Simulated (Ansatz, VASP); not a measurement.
## One calculation of Pd, two programs

POSCAR

```
Pd
1.0
    2.7836650458      0.0000000000      0.0000000000
   -1.3918325229      2.4107246453      0.0000000000
    0.0000000000      0.0000000000      4.6288930000
Pd
2
Direct
    0.3333333333      0.6666666667      0.2500000000
    0.6666666667      0.3333333333      0.7500000000
```

File INCAR.step1:

```
SYSTEM = Pd
PREC = Accurate ; ENCUT = 520
EDIFF = 1E-5 ; ISMEAR = -1
SIGMA = 0.05 ; LREAL = .False.
LASPH = .True. ; NELM = 80
ALGO = Normal ; ISIF = 2
LWAVE = .True. ; LCHARG = .False.
GGA = PE ; NBANDS = 17
```

Contents of INCAR.step2:

```
SYSTEM = Pd
PREC = Accurate ; ENCUT = 520
EDIFF = 1E-6 ; ISMEAR = -1
SIGMA = 0.05 ; LREAL = .False.
LASPH = .True. ; NELM = 80
ALGO = Normal ; ISIF = 2
LWAVE = .False. ; LCHARG = .False.
GGA = PS ; LHFCALC = .True.
AEXX = 0.25 ; PRECFOCK = Normal
ISTART = 1 ; NBANDS = 17
```

File KPOINTS:

```
regular mesh
0
Gamma
  6 6 3
  0 0 0
```

File input:

```
crystal:
  lattice:
    - [2.7836650458, 0.0, 0.0]
    - [-1.3918325229, 2.4107246453, 0.0]
    - [0.0, 0.0, 4.628893]
  atoms:
    - { symbol: Pd, position: [0.3333333333, 0.6666666667, 0.25] }
    - { symbol: Pd, position: [0.6666666667, 0.3333333333, 0.75] }
hamiltonian:
  xc: { exchange: pbesol, correlation: pbesol, exx: { coeff: 0.25 } }
  pseudopotentials: { kind: paw }
kpoints:
  mp_grid: { grid: [6, 6, 3] }
scf:
  occupations: { method: fermi_dirac, width: 0.05 }
output:
  forces: true
  stress: true
  eigenvalues: true
```

Alike in both runs: task single point; functional PBEsol-based global hybrid; k mesh 6 × 6 × 3; occupations fermi-dirac, width 0.05 eV; no spin polarisation.

|  | VASP | Ansatz |
| --- | --- | --- |
| version | VASP 6.6.1 | Ansatz 0.2.0 |
| potentials or method | VASP PAW PBE potentials, release 64 (Pd) | Ansatz PAW |
| plane-wave cutoff (eV) | 520 | 420 |
| valence electrons in the cell | 20 | 36 |

```tsv
	VASP	Ansatz	Ansatz less VASP
gap on the k mesh at the Fermi level (eV)	none	none	-
pressure (GPa)	-13.7	-13.9	-0.19
traceless stress, the component that is largest in VASP (GPa)	3.69	3.71	+0.025
```

VASP's potentials were made for PBE, not for PBEsol-based global hybrid. A gap of «none» marks a metal or a gap that the smearing closes. VASP's potentials hold 20 valence electrons a cell and Ansatz's 36, so a difference there can come from the potentials and not from the codes.

The k mesh is coarse, so the values compare programs but aren't converged.
